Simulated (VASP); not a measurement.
# Zr (Pm-3m) in VASP: a series of runs

Zr is run at these levels: PBEsol; tasks: single point, relaxation of cell and atoms.

Program: VASP 6.6.1. These are calculated values, not measurements. Logs are shortened: lines on timing, memory, paths and dates and some standing lists are left out, and cuts for length are marked.

## Step 1: The cell of the first run

Symmetry: Pm-3m, No. 221, cubic system. Conventional cell: a = 2.742 Å, b = 2.742 Å, c = 2.742 Å, α = 90.00°, β = 90.00°, γ = 90.00°. Within 3.6 Å of Zr (site symmetry m-3m) lie 6 Zr at 2.74 Å.

## Step 2: Single point, PBEsol

INCAR

```
PREC = Accurate ; ENCUT = 520
EDIFF = 1E-6 ; ISMEAR = -1
SIGMA = 0.05 ; LREAL = F
LASPH = T ; NELM = 60
ALGO = Normal ; ISIF = 2
LWAVE = F ; LCHARG = F
GGA = PS ; NBANDS = 12
```

KPOINTS

```
regular mesh
0
Gamma
  14 14 14
```

POSCAR

```
Zr
1.0
    2.7422789273      0.0000000000      0.0000000000
    0.0000000000      2.7422789273      0.0000000000
    0.0000000000      0.0000000000      2.7422789273
Zr
1
Direct
    0.0000000000      0.0000000000      0.0000000000
```

Potentials or basis: VASP PAW PBE potentials, release 64 (Zr_sv).

Started as:

```console
cat potpaw_PBE.64/Zr_sv/POTCAR > POTCAR
mpirun -np 1 vasp_std > vasp.out
```

OUTCAR:

```text
PREC = Accurate
   ENCUT = 520
   EDIFF = 1E-6
   ISMEAR = -1
   LREAL = F
   LASPH = T
   NELM = 60
   ISIF = 2
   GGA = PS

 ion  position               nearest neighbor table
   1  0.000  0.000  0.000-

  LATTYP: Found a simple cubic cell.
 ALAT       =     2.7422789273

  Lattice vectors:

 A1 = (   2.7422789273,   0.0000000000,   0.0000000000)
 A2 = (   0.0000000000,   2.7422789273,   0.0000000000)
 A3 = (   0.0000000000,   0.0000000000,   2.7422789273)

Analysis of symmetry for initial positions (statically):
=====================================================================
 Subroutine PRICEL returns:
 Original cell was already a primitive cell.

 Routine SETGRP: Setting up the symmetry group for a
 simple cubic supercell.

 Subroutine GETGRP returns: Found 48 space group operations
 (whereof 48 operations were pure point group operations)
 out of a pool of 48 trial point group operations.

The static configuration has the point symmetry O_h .

Analysis of symmetry for dynamics (positions and initial velocities):
=====================================================================
 Subroutine PRICEL returns:
 Original cell was already a primitive cell.

 Routine SETGRP: Setting up the symmetry group for a
 simple cubic supercell.

 Subroutine GETGRP returns: Found 48 space group operations
 (whereof 48 operations were pure point group operations)
 out of a pool of 48 trial point group operations.

The dynamic configuration has the point symmetry O_h .

 Subroutine INISYM returns: Found 48 space group operations
 (whereof 48 operations are pure point group operations),
 and found     1 'primitive' translations

----------------------------------------------------------------------------------------

                                     Primitive cell

  volume of cell :      20.6222

  direct lattice vectors                    reciprocal lattice vectors
     2.742278927  0.000000000  0.000000000     0.364660207  0.000000000  0.000000000
     0.000000000  2.742278927  0.000000000     0.000000000  0.364660207  0.000000000
     0.000000000  0.000000000  2.742278927     0.000000000  0.000000000  0.364660207

  length of vectors
     2.742278927  2.742278927  2.742278927     0.364660207  0.364660207  0.364660207

  position of ions in fractional coordinates (direct lattice)
     0.000000000  0.000000000  0.000000000

  ion indices of the primitive-cell ions
   primitive index   ion index
                 1           1

----------------------------------------------------------------------------------------

 KPOINTS: regular mesh

Automatic generation of k-mesh.
 Grid dimensions read from file:
 generate k-points for:   14   14   14

 Generating k-lattice:

  Cartesian coordinates                     Fractional coordinates (reciprocal lattice)
     0.026047158  0.000000000  0.000000000     0.071428571  0.000000000  0.000000000
     0.000000000  0.026047158  0.000000000     0.000000000  0.071428571  0.000000000
     0.000000000  0.000000000  0.026047158     0.000000000  0.000000000  0.071428571

  Length of vectors
     0.026047158  0.026047158  0.026047158

  Shift w.r.t. Gamma in fractional coordinates (k-lattice)
     0.000000000  0.000000000  0.000000000

 Subroutine IBZKPT returns following result:
 ===========================================

 Found    120 irreducible k-points:

 Following reciprocal coordinates:
            Coordinates               Weight
  0.000000  0.000000  0.000000      1.000000
  0.071429  0.000000  0.000000      6.000000
  0.142857  0.000000  0.000000      6.000000
  0.214286  0.000000  0.000000      6.000000
  0.285714  0.000000  0.000000      6.000000
  0.357143  0.000000  0.000000      6.000000
[... 16 lines left out ...]
  0.285714  0.214286  0.000000     24.000000
  0.357143  0.214286  0.000000     24.000000
 [... further k-points ...]
   k-points           NKPTS =    120   k-points in BZ     NKDIM =    120   number of bands    NBANDS=     12
   number of dos      NEDOS =    301   number of ions     NIONS =      1
   total plane-waves  NPLWV =   8000
   dimension x,y,z NGX =    20 NGY =   20 NGZ =   20
   dimension x,y,z NGXF=    40 NGYF=   40 NGZF=   40
   ions per type =               1
   NGX,Y,Z   is equivalent  to a cutoff of  12.12, 12.12, 12.12 a.u.
   NGXF,Y,Z  is equivalent  to a cutoff of  24.25, 24.25, 24.25 a.u.
 SYSTEM =  unknown system
   PREC   = accura    normal or accurate (medium, high low for compatibility)
   ISTART =      0    job   : 0-new  1-cont  2-samecut
   ICHARG =      2    charge: 1-file 2-atom 10-const
   ISPIN  =      1    spin polarized calculation?
   LNONCOLLINEAR =      F non collinear calculations
   LSORBIT =      F    spin-orbit coupling
   LASPH  =      T    aspherical Exc in radial PAW
   ENCUT  =  520.0 eV  38.22 Ry    6.18 a.u.   5.10  5.10  5.10*2*pi/ulx,y,z
   NELM   =     60;   NELMIN=  2; NELMDL= -5     # of ELM steps
   EDIFF  = 0.1E-05   stopping-criterion for ELM
   LREAL  =      F    real-space projection
   EDIFFG = 0.1E-04   stopping-criterion for IOM
   NSW    =      0    number of steps for IOM
   IBRION =     -1    ionic relax: 0-MD 1-quasi-New 2-CG
   NFREE  =      0    steps in history (QN), initial steepest desc. (CG)
   ISIF   =      2    stress and relaxation
   ISYM   =      2    0-nonsym 1-usesym 2-fastsym
   POTIM  = 0.5000    time-step for ionic-motion
   TEBEG  =    0.0;   TEEND  =   0.0 temperature during run
   PSTRESS=    0.0 pullay stress
   NELECT =      12.0000    total number of electrons
   NUPDOWN=      -1.0000    fix difference up-down
   EMIN   =  10.00;   EMAX   =-10.00  energy-range for DOS
   EFERMI =   0.00;   METHOD = LEGACY
   ISMEAR =    -1;   SIGMA  =   0.05  broadening in eV -4-tet -1-fermi 0-gaus
   EFERMI_NEDOS =   21; number of points for ismear=-14 and -15
   IALGO  =     38    algorithm
   IMIX   =      4    mixing-type and parameters
     AMIX     =   0.40;   BMIX     =  1.00
     AMIX_MAG =   1.60;   BMIX_MAG =  1.00
  volume/ion in A,a.u.               =      20.62       139.17
  Fermi-wavevector in a.u.,A,eV,Ry     =   1.366754  2.582790 25.415900  1.868016
  Thomas-Fermi vector in A             =   2.492867
   LORBIT       =      0    0 simple, 1 ext, 2 COOP (PROOUT), +10 PAW based schemes
   GGA     = PS    functional components
   LHFCALC =     F    Hartree Fock is set to
   AEXX    =    0.0000 exact exchange contribution
   IVDW    =     0    specifies the selected vdW correction
   LEPSILON=     F    determine dielectric tensor
   LRPA    =     F    only Hartree local field effects (RPA)
 non-spin polarized calculation
  energy-cutoff  :      520.00
  volume of cell :       20.62
 maximum number of plane-waves:       570
   NGX = 11   NGY = 11   NGZ = 11

 number of electron      12.0000000 magnetization

 Free energy of the ion-electron system (eV)
  ---------------------------------------------------
  ext. energy  EPLUGINS =         0.00000000
  ---------------------------------------------------
  free energy    TOTEN  =        -8.10304837 eV

  energy without entropy =       -8.09104186  energy(sigma->0) =       -8.09704511

 E-fermi :   9.9165     XC(G=0): -11.6709

 val. band max:        9.8763921293   @ k =   0.4286   0.1429   0.0000
 cond. band min:       9.9296503160   @ k =   0.4286   0.1429   0.1429
 fundamental gap:      0.0532581867
 Fermi energy:         9.9165060784

 k-point     1 :       0.0000    0.0000    0.0000
  band No.  band energies     occupation
      1     -38.4852      2.00000
      2     -15.5311      2.00000
      3     -15.5311      2.00000
      4     -15.5311      2.00000
      5       4.6388      2.00000
      6       7.7400      2.00000
      7       7.7400      2.00000
      8      16.7060      0.00000
      9      16.7060      0.00000
     10      16.7060      0.00000
     11      24.2732      0.00000
     12      24.2732      0.00000

 k-point     2 :       0.0714    0.0000    0.0000
  band No.  band energies     occupation
      1     -38.4720      2.00000
      2     -15.6420      2.00000
      3     -15.5217      2.00000
      4     -15.5217      2.00000
      5       4.7951      2.00000
      6       7.7848      2.00000
      7       7.9272      2.00000
      8      16.3937      0.00000
      9      16.3937      0.00000
     10      16.7261      0.00000
     11      23.5947      0.00000
     12      24.6419      0.00000

 k-point     3 :       0.1429    0.0000    0.0000
  band No.  band energies     occupation
      1     -38.4348      2.00000
      2     -15.9443      2.00000
      3     -15.4954      2.00000
      4     -15.4954      2.00000
      5       5.2155      2.00000
      6       7.9137      2.00000
      7       8.4774      2.00000
      8      15.6434      0.00000
      9      15.6434      0.00000
     10      16.7830      0.00000
     11      22.2154      0.00000
     12      25.5432      0.00000
[... 286 lines left out ...]
 k-point    23 :       0.2857    0.2143    0.0000
  band No.  band energies     occupation
      1     -38.2169      2.00000
      2     -16.6964      2.00000
      3     -16.2075      2.00000
      4     -15.3431      2.00000
      5       7.2884      2.00000
      6       9.0555      2.00000
      7      10.8680      0.00000
      8      12.8308      0.00000
      9      14.1857      0.00000
     10      15.2478      0.00000
     11      21.2781      0.00000
     12      23.8054      0.00000

 k-point    24 :       0.3571    0.2143    0.0000
  band No.  band energies     occupation
      1     -38.1617      2.00000
      2     -17.0644      2.00000
      3     -16.1580      2.00000
      4     -15.3050      2.00000
      5       7.7240      2.00000
      6       8.9952      2.00000
      7      10.9413      0.00000
      8      13.5682      0.00000
      9      13.5958      0.00000
     10      15.3553      0.00000
     11      20.6647      0.00000
     12      24.5735      0.00000

 [... further k-points ...]

------------------------ aborting loop because EDIFF is reached ----------------------------------------

  FORCE on cell =-STRESS in cart. coord.  units (eV):
  Direction    XX          YY          ZZ          XY          YZ          ZX
  --------------------------------------------------------------------------------------
  -------------------------------------------------------------------------------------
  Total        1.7020243      1.7020243      1.7020243     -0.0000000     -0.0000000     -0.0000000
  in kB      132.2334925    132.2334925    132.2334925     -0.0000000     -0.0000000     -0.0000000
  external PRESSURE =     132.2334925 kB  Pullay stress =       0.0000000 kB

 VOLUME and BASIS-vectors are now :
 -----------------------------------------------------------------------------
  energy-cutoff  :      520.00
  volume of cell :       20.62
      direct lattice vectors                 reciprocal lattice vectors
     2.742278927  0.000000000  0.000000000     0.364660207  0.000000000  0.000000000
     0.000000000  2.742278927  0.000000000     0.000000000  0.364660207  0.000000000
     0.000000000  0.000000000  2.742278927     0.000000000  0.000000000  0.364660207

 POSITION                                       TOTAL-FORCE (eV/Angst)
 -----------------------------------------------------------------------------------
      0.00000      0.00000      0.00000         0.000000      0.000000      0.000000
 -----------------------------------------------------------------------------------
    total drift:                                0.000000      0.000000      0.000000

  FREE ENERGIE OF THE ION-ELECTRON SYSTEM (eV)
  ---------------------------------------------------
  free  energy   TOTEN  =        -8.1030483708 eV

  energy  without entropy=       -8.0910418592  energy(sigma->0) =       -8.09704511
```

It took 22 s on 1 thread of Intel Xeon Platinum 8259CL at 2.50GHz (Skylake/Cascade Lake), shared host; peak memory 0.14 GiB.

What came out:

```yaml
Free_energy: -8.1030 eV
Pressure: 13.2 GPa
Band_gap_on_the_k_mesh: zero (band 6 reaches 10.93 eV, above the bottom of band 7 at 7.74 eV)
```

Caveat: the PAW data sets were made with another functional, which shifts forces and pressure a little.

## Step 3: Single point, PBEsol

INCAR

```
PREC     = Accurate       # precision mode
ENCUT    = 520            # plane-wave cutoff, eV
EDIFF    = 1E-6           # SCF threshold, eV
ISMEAR   = -1             # smearing method
SIGMA    = 0.05           # smearing width, eV
LREAL    = F              # projectors in reciprocal space
LASPH    = T              # aspherical terms in the spheres
NELM     = 60             # most SCF steps
ALGO     = Normal         # electronic algorithm
ISIF     = 2              # what is computed and relaxed
LWAVE    = F              # write WAVECAR
LCHARG   = T              # write CHGCAR
GGA      = PS             # functional
LELF     = T              # ELF
LVHAR    = T            
NBANDS   = 12             # bands
```

KPOINTS is that of step 2.

POSCAR

```
Zr
1.0
    2.7425249976      0.0000000000      0.0000000000
    0.0000000000      2.7425249976      0.0000000000
    0.0000000000      0.0000000000      2.7425249976
Zr
1
Direct
    0.0000000000      0.0000000000      0.0000000000
```

Potentials or basis: VASP PAW PBE potentials, release 64 (Zr_sv).

Started as:

```console
cat potpaw_PBE.64/Zr_sv/POTCAR > POTCAR
mpirun -np 1 vasp_std > vasp.out
```

Run time: 20 s. Hardware: 1 thread of Intel Xeon Platinum 8259CL at 2.50GHz (Skylake/Cascade Lake), shared host; peak memory 0.14 GiB.

The run converged. Its results:

- Free energy: -8.1035 eV
- Pressure: 13.2 GPa
- Band gap on the k mesh: zero (band 6 reaches 10.93 eV, above the bottom of band 7 at 7.74 eV)

Levels at points of the mesh, in eV from the Fermi level:
```tsv
k point	band 2	band 3	band 4	band 5	band 6	band 7	band 8	band 9	band 10	band 11
(0.00, 0.00, 0.00)	-25.45	-25.45	-25.45	-5.28	-2.18	-2.18	6.79	6.79	6.79	14.35
(0.50, 0.00, 0.00)	-27.43	-25.26	-25.26	-1.97	-1.13	0.84	2.86	2.86	7.22	11.38
(0.50, 0.50, 0.00)	-27.12	-27.12	-25.08	-3.95	-0.19	3.71	3.71	6.14	6.14	9.34
(0.50, 0.50, 0.50)	-26.83	-26.83	-26.83	-2.13	-2.13	-2.13	6.48	9.64	9.64	13.10
```

Caveat: the PAW data sets were made with another functional, which shifts forces and pressure a little.

[end of part 1 of 2]
